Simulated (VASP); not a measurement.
# KTaO3 (R-3m) in VASP: notebook

Runs on KTaO3. Level: PBE. Tasks: electric field gradients.

Program: VASP 6.6.1. These are calculated values, not measurements. Logs are shortened: lines on timing, memory, paths and dates and some standing lists are left out, and cuts for length are marked.

## Step 1: The cell of the first run

It takes space group R-3m (No. 166, trigonal). The conventional cell has a = 5.725 Å, b = 5.725 Å, c = 6.701 Å, α = 90.00°, β = 90.00°, γ = 120.00°. Within 3.7 Å of K (site symmetry -3m) lie 12 O at 2.78 to 2.86 Å and 8 Ta at 3.35 to 3.49 Å. Ta (site symmetry -3m) has 6 O at 1.99 Å within 2.6 Å. O (site symmetry 2/m) has 2 Ta at 1.99 Å within 2.6 Å.

## Step 2: Electric field gradients, PBE (equal xy, yz and zx shear strains of -3 %)

INCAR reads:

```
SYSTEM = KTaO3
PREC = Accurate ; ENCUT = 520
EDIFF = 1E-8 ; ISMEAR = -1
SIGMA = 0.01 ; LREAL = .FALSE.
LASPH = .TRUE. ; NELM = 100
ALGO = Normal ; ISIF = 2
LWAVE = .FALSE. ; LCHARG = .FALSE.
GGA = PE ; LEFG = .TRUE.
NBANDS = 27
```

KPOINTS reads:

```
regular mesh
0
G
  5 5 5
  0 0 0
```

POSCAR reads:

```
KTaO3
1.0
    3.9883000000     -0.0598245000     -0.0598245000
   -0.0598245000      3.9883000000     -0.0598245000
   -0.0598245000     -0.0598245000      3.9883000000
K Ta O
1 1 3
Direct
    0.5000000000      0.5000000000      0.5000000000
    0.0000000000      0.0000000000      0.0000000000
    0.5000000000      0.0000000000      0.0000000000
    0.0000000000      0.5000000000      0.0000000000
    0.0000000000      0.0000000000      0.5000000000
```

Potentials or basis: VASP PAW PBE potentials, release 64 (K_sv, Ta_pv, O).

Started as:

```
> cat potpaw_PBE.64/K_sv/POTCAR potpaw_PBE.64/Ta_pv/POTCAR potpaw_PBE.64/O/POTCAR > POTCAR
> mpirun -np 1 vasp_std > vasp.out
```

OUTCAR:

```text
SYSTEM = KTaO3
   PREC = Accurate
   ENCUT = 520
   EDIFF = 1E-8
   ISMEAR = -1
   LREAL = .FALSE.
   LASPH = .TRUE.
   NELM = 100
   ISIF = 2
   GGA = PE

 ion  position               nearest neighbor table
   1  0.500  0.500  0.500-   3 2.78   4 2.78   5 2.78   3 2.78   4 2.78   5 2.78   5 2.86   3 2.86
                             4 2.86   5 2.86   4 2.86   3 2.86   2 3.35   2 3.35   2 3.49   2 3.49
   2  0.000  0.000  0.000-   3 1.99   4 1.99   5 1.99   5 1.99   4 1.99   3 1.99   1 3.35   1 3.35
                             1 3.49   1 3.49   1 3.49   1 3.49   1 3.49   1 3.49
   3  0.500  0.000  0.000-   2 1.99   2 1.99   1 2.78   1 2.78   1 2.86   1 2.86
   4  0.000  0.500  0.000-   2 1.99   2 1.99   1 2.78   1 2.78   1 2.86   1 2.86
   5  0.000  0.000  0.500-   2 1.99   2 1.99   1 2.78   1 2.78   1 2.86   1 2.86

  LATTYP: Found a trigonal (rhomboedric) cell.
 ALAT       =     3.9891972666
 COS(alpha) =    -0.0297616073

  Lattice vectors:

 A1 = (   3.9883000000,  -0.0598245000,  -0.0598245000)
 A2 = (  -0.0598245000,   3.9883000000,  -0.0598245000)
 A3 = (  -0.0598245000,  -0.0598245000,   3.9883000000)

Analysis of symmetry for initial positions (statically):
=====================================================================
 Subroutine PRICEL returns:
 Original cell was already a primitive cell.

 Routine SETGRP: Setting up the symmetry group for a
 trigonal (rhombohedral) supercell.

 Subroutine GETGRP returns: Found 12 space group operations
 (whereof 12 operations were pure point group operations)
 out of a pool of 12 trial point group operations.

The static configuration has the point symmetry D_3d.

Analysis of symmetry for dynamics (positions and initial velocities):
=====================================================================
 Subroutine PRICEL returns:
 Original cell was already a primitive cell.

 Routine SETGRP: Setting up the symmetry group for a
 trigonal (rhombohedral) supercell.

 Subroutine GETGRP returns: Found 12 space group operations
 (whereof 12 operations were pure point group operations)
 out of a pool of 12 trial point group operations.

The dynamic configuration has the point symmetry D_3d.

 Subroutine INISYM returns: Found 12 space group operations
 (whereof 12 operations are pure point group operations),
 and found     1 'primitive' translations

----------------------------------------------------------------------------------------

                                     Primitive cell

  volume of cell :      63.3968

  direct lattice vectors                    reciprocal lattice vectors
     3.988300000 -0.059824500 -0.059824500     0.250847996  0.003820020  0.003820020
    -0.059824500  3.988300000 -0.059824500     0.003820020  0.250847996  0.003820020
    -0.059824500 -0.059824500  3.988300000     0.003820020  0.003820020  0.250847996

  length of vectors
     3.989197267  3.989197267  3.989197267     0.250906162  0.250906162  0.250906162

  position of ions in fractional coordinates (direct lattice)
     0.500000000  0.500000000  0.500000000
     0.000000000  0.000000000  0.000000000
     0.500000000  1.000000000  1.000000000
     1.000000000  0.500000000  1.000000000
     1.000000000  1.000000000  0.500000000

  ion indices of the primitive-cell ions
   primitive index   ion index
                 1           1
                 2           2
                 3           3
                 4           4
                 5           5

----------------------------------------------------------------------------------------

 KPOINTS: regular mesh

Automatic generation of k-mesh.
 Grid dimensions read from file:
 generate k-points for:    5    5    5

 Generating k-lattice:

  Cartesian coordinates                     Fractional coordinates (reciprocal lattice)
     0.050169599  0.000764004  0.000764004     0.200000000 -0.000000000 -0.000000000
[... 46 lines left out ...]
   ICHARG =      2    charge: 1-file 2-atom 10-const
   ISPIN  =      1    spin polarized calculation?
   LNONCOLLINEAR =      F non collinear calculations
   LSORBIT =      F    spin-orbit coupling
   LASPH  =      T    aspherical Exc in radial PAW
   ENCUT  =  520.0 eV  38.22 Ry    6.18 a.u.   7.42  7.42  7.42*2*pi/ulx,y,z
   NELM   =    100;   NELMIN=  2; NELMDL= -5     # of ELM steps
   EDIFF  = 0.1E-07   stopping-criterion for ELM
   LREAL  =      F    real-space projection
   EDIFFG = 0.1E-06   stopping-criterion for IOM
   NSW    =      0    number of steps for IOM
   IBRION =     -1    ionic relax: 0-MD 1-quasi-New 2-CG
   NFREE  =      0    steps in history (QN), initial steepest desc. (CG)
   ISIF   =      2    stress and relaxation
   ISYM   =      2    0-nonsym 1-usesym 2-fastsym
   POTIM  = 0.5000    time-step for ionic-motion
   TEBEG  =    0.0;   TEEND  =   0.0 temperature during run
   PSTRESS=    0.0 pullay stress
   NELECT =      38.0000    total number of electrons
   NUPDOWN=      -1.0000    fix difference up-down
   EMIN   =  10.00;   EMAX   =-10.00  energy-range for DOS
   EFERMI =   0.00;   METHOD = LEGACY
   ISMEAR =    -1;   SIGMA  =   0.01  broadening in eV -4-tet -1-fermi 0-gaus
   EFERMI_NEDOS =   21; number of points for ismear=-14 and -15
   IALGO  =     38    algorithm
   IMIX   =      4    mixing-type and parameters
     AMIX     =   0.40;   BMIX     =  1.00
     AMIX_MAG =   1.60;   BMIX_MAG =  1.00
  volume/ion in A,a.u.               =      12.68        85.56
  Fermi-wavevector in a.u.,A,eV,Ry     =   1.380322  2.608430 25.923012  1.905288
  Thomas-Fermi vector in A             =   2.505209
   LORBIT       =      0    0 simple, 1 ext, 2 COOP (PROOUT), +10 PAW based schemes
   GGA     = PE    functional components
   LHFCALC =     F    Hartree Fock is set to
   AEXX    =    0.0000 exact exchange contribution
   IVDW    =     0    specifies the selected vdW correction
   LEPSILON=     F    determine dielectric tensor
   LRPA    =     F    only Hartree local field effects (RPA)
 non-spin polarized calculation
  energy-cutoff  :      520.00
  volume of cell :       63.40
 maximum number of plane-waves:      1731
 NGX is ok and might be reduce to    30
   NGX = 15   NGY = 15   NGZ = 15

 number of electron      37.9999970 magnetization

 Free energy of the ion-electron system (eV)
  ---------------------------------------------------
  ext. energy  EPLUGINS =         0.00000000
  ---------------------------------------------------
  free energy    TOTEN  =       -40.96868920 eV

  energy without entropy =      -40.96868920  energy(sigma->0) =      -40.96868920

 E-fermi :   1.9512     XC(G=0): -10.8772

 val. band max:        1.7167175206   @ k =  -0.4000   0.4000   0.4000
 cond. band min:       3.8742745658   @ k =   0.0000   0.0000   0.0000
 fundamental gap:      2.1575570452
 Fermi energy:         1.9512152519

 k-point     1 :       0.0000    0.0000    0.0000
  band No.  band energies     occupation
      1     -32.3523      2.00000
      2     -32.3091      2.00000
      3     -32.3091      2.00000
      4     -25.5185      2.00000
      5     -15.7427      2.00000
      6     -15.0286      2.00000
[... 559 lines left out ...]
     26      13.1163      0.00000
     27      13.5769      0.00000

------------------------ aborting loop because EDIFF is reached ----------------------------------------

  FORCE on cell =-STRESS in cart. coord.  units (eV):
  Direction    XX          YY          ZZ          XY          YZ          ZX
  --------------------------------------------------------------------------------------
  -------------------------------------------------------------------------------------
  Total        2.4530518      2.4530518      2.4530518      1.2028917      1.2028917      1.2028917
  in kB       61.9940522     61.9940522     61.9940522     30.3997385     30.3997385     30.3997385
  external PRESSURE =      61.9940522 kB  Pullay stress =       0.0000000 kB

 VOLUME and BASIS-vectors are now :
 -----------------------------------------------------------------------------
  energy-cutoff  :      520.00
  volume of cell :       63.40
      direct lattice vectors                 reciprocal lattice vectors
     3.988300000 -0.059824500 -0.059824500     0.250847996  0.003820020  0.003820020
    -0.059824500  3.988300000 -0.059824500     0.003820020  0.250847996  0.003820020
    -0.059824500 -0.059824500  3.988300000     0.003820020  0.003820020  0.250847996

 POSITION                                       TOTAL-FORCE (eV/Angst)
 -----------------------------------------------------------------------------------
      1.93433      1.93433      1.93433         0.000000     -0.000000     -0.000000
      0.00000      0.00000      0.00000        -0.000000      0.000000     -0.000000
      1.99415     -0.02991     -0.02991        -0.000000     -0.000000      0.000000
     -0.02991      1.99415     -0.02991         0.000000      0.000000     -0.000000
     -0.02991     -0.02991      1.99415        -0.000000      0.000000     -0.000000
 -----------------------------------------------------------------------------------
    total drift:                                0.000000     -0.000000      0.000000

  FREE ENERGIE OF THE ION-ELECTRON SYSTEM (eV)
  ---------------------------------------------------
  free  energy   TOTEN  =       -40.9686891978 eV

  energy  without entropy=      -40.9686891978  energy(sigma->0) =      -40.96868920

 Electric field gradients (V/A^2)
---------------------------------------------------------------------
 ion       V_xx      V_yy      V_zz      V_xy      V_xz      V_yz
---------------------------------------------------------------------
   1       0.000     0.000     0.000    -1.978    -1.978    -1.978
   2      -0.000    -0.000    -0.000    34.335    34.335    34.335
   3      19.804    -9.902    -9.902    -3.873    -3.873     1.711
   4      -9.902    19.804    -9.902    -3.873     1.711    -3.873
   5      -9.902    -9.902    19.804     1.711    -3.873    -3.873
---------------------------------------------------------------------

 Electric field gradients after diagonalization (V/A^2)
 (convention: |V_zz| > |V_xx| > |V_yy|)
----------------------------------------------------------------------
 ion       V_xx      V_yy      V_zz     asymmetry (V_yy - V_xx)/ V_zz
----------------------------------------------------------------------
   1       1.978     1.978    -3.956       0.000
   2     -34.335   -34.335    68.669       0.000
   3     -11.613    -9.224    20.837       0.115
   4     -11.613    -9.224    20.837       0.115
   5     -11.613    -9.224    20.837       0.115
----------------------------------------------------------------------

           NMR quadrupolar parameters

 Cq : quadrupolar parameter    Cq=e*Q*V_zz/h
 eta: asymmetry parameters     (V_yy - V_xx)/ V_zz
 Q  : nuclear electric quadrupole moment in mb (millibarn)
----------------------------------------------------------------------
 ion       Cq(MHz)       eta       Q (mb)
----------------------------------------------------------------------
   1      -0.010       0.000       1.000
   2       0.166       0.000       1.000
   3       0.050       0.115       1.000
   4       0.050       0.115       1.000
   5       0.050       0.115       1.000
----------------------------------------------------------------------
```

Wall time 33 s (1 thread of Intel Xeon 6975P-C, shared host); peak memory 0.18 GiB.

Results:

* Free energy: -40.9687 eV
* Pressure: 6.2 GPa
* Band gap on the k mesh: 2.16 eV, indirect (least direct gap 2.56 eV)

Levels at points of the mesh, in eV from the valence-band top:
| k point | band 16 | band 17 | band 18 | band 19 | band 20 | band 21 | band 22 | band 23 |
| --- | --- | --- | --- | --- | --- | --- | --- | --- |
| (0.00, 0.00, 0.00) | -0.93 | -0.55 | -0.55 | -0.40 | 2.16 | 2.30 | 2.30 | 6.73 |

Electric field gradients, principal values (V/Å²):
```
atom    least   middle  greatest (by size)
 1 K    1.978    1.978              -3.956
2 Ta  -34.335  -34.335              68.669
 3 O   -9.224  -11.613              20.837
 4 O   -9.224  -11.613              20.837
 5 O   -9.224  -11.613              20.837
```

Caveat: the cell differs from its parent crystal (equal xy, yz and zx shear strains of -3 %); without QUAD_EFG the Cq values of the log hold for a quadrupole moment of 1 mb, not for the nuclei; spin-orbit coupling is left out, which moves the levels of the heavy elements.

(Part 1 of 3 ends here.)
